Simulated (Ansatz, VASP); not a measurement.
## NaCu in VASP and in Ansatz

POSCAR

```
NaCu
1.0
    3.3675061791      0.0000000000      0.0000000000
    0.0000000000      3.3675061791      0.0000000000
    0.0000000000      0.0000000000      3.3675061791
Na Cu
1 1
Direct
    0.0000000000      0.0000000000      0.0000000000
    0.5000000000      0.5000000000      0.5000000000
```

File INCAR.step1:

```
SYSTEM = NaCu
PREC     = Accurate       ! precision mode
ENCUT    = 660            ! plane-wave cutoff, eV
ISMEAR   = 0              ! smearing method
SIGMA    = 0.1            ! smearing width, eV
LREAL    = .FALSE.        ! projectors in reciprocal space
LASPH    = .TRUE.         ! aspherical terms in the spheres
NELM     = 120            ! most SCF steps
GGA      = PE             ! functional
ALGO     = Normal         ! electronic algorithm
EDIFF    = 1E-5           ! SCF threshold, eV
LWAVE    = .TRUE.         ! write WAVECAR
LCHARG   = .FALSE.        ! write CHGCAR
GGA_COMPAT= .FALSE.      
IBRION   = 2              ! ionic algorithm
ISIF     = 3              ! what is computed and relaxed
EDIFFG   = -0.005         ! ionic threshold
NELMIN   = 4            
NSW      = 100            ! ionic steps
```

Contents of INCAR.step2:

```
SYSTEM = NaCu
PREC     = Accurate       ! precision mode
ENCUT    = 660            ! plane-wave cutoff, eV
EDIFF    = 1E-7           ! SCF threshold, eV
ISMEAR   = 0              ! smearing method
SIGMA    = 0.1            ! smearing width, eV
LREAL    = .FALSE.        ! projectors in reciprocal space
LASPH    = .TRUE.         ! aspherical terms in the spheres
NELM     = 120            ! most SCF steps
ALGO     = Normal         ! electronic algorithm
ISIF     = 3              ! what is computed and relaxed
LWAVE    = .FALSE.        ! write WAVECAR
LCHARG   = .FALSE.        ! write CHGCAR
METAGGA  = R2SCAN         ! meta-GGA
LMIXTAU  = .TRUE.       
IBRION   = 2              ! ionic algorithm
NSW      = 100            ! ionic steps
EDIFFG   = -0.01          ! ionic threshold
ISTART   = 1            
GGA_COMPAT= .FALSE.      
NELMIN   = 4
```

The input KPOINTS:

```
Automatic mesh
0
G
  16 16 16
  0 0 0
```

Input for Ansatz:

```yaml
crystal:
  lattice:
    - [3.3675061791, 0.0, 0.0]
    - [0.0, 3.3675061791, 0.0]
    - [0.0, 0.0, 3.3675061791]
  atoms:
    - { symbol: Na, position: [0.0, 0.0, 0.0] }
    - { symbol: Cu, position: [0.5, 0.5, 0.5] }
basis:
  ecutwfc: 500
kpoints:
  mp_grid: { grid: [16, 16, 16] }
hamiltonian:
  xc: r2scan
scf:
  occupations: { method: gaussian, width: 0.1 }
output:
  forces: true
  stress: true
  eigenvalues: true
relax:
  adjacent_minimum: "off"
  f_tol: 0.01
  max_steps: 80
  cell: { stress_tol: 0.05 }
```

Alike in both runs: task relaxation of cell and atoms; functional r2SCAN; k mesh 16 × 16 × 16; occupations gaussian, width 0.1 eV; no spin polarisation.

|  | VASP | Ansatz |
| --- | --- | --- |
| version | VASP 6.6.1 | Ansatz 0.2.0 |
| potentials or method | VASP PAW PBE potentials, release 64 (Na_pv, Cu), cutoff 660 eV | scalar-relativistic, plane waves, PAW |
| valence electrons in the cell | 18 | 28 |

|  | VASP | Ansatz | Ansatz less VASP |
| --- | --- | --- | --- |
| gap on the k mesh at the Fermi level, each at its own relaxed structure (eV) | none | none | - |
| relaxed volume (Å³/atom) | 19.09 | 19.09 | 0.000 |
| relaxed length of the cell vector where the two differ most in proportion (Å) | 3.368 | 3.368 | 0.0000 |

VASP's potentials were made for PBE, not for r2SCAN. A gap of «none» marks a metal or a gap that the smearing closes. VASP's potentials hold 18 valence electrons a cell and Ansatz's 28, so a difference there can come from the potentials and not from the codes.

Noted on VASP's run: the relaxation stopped at its first step, so nothing moved.
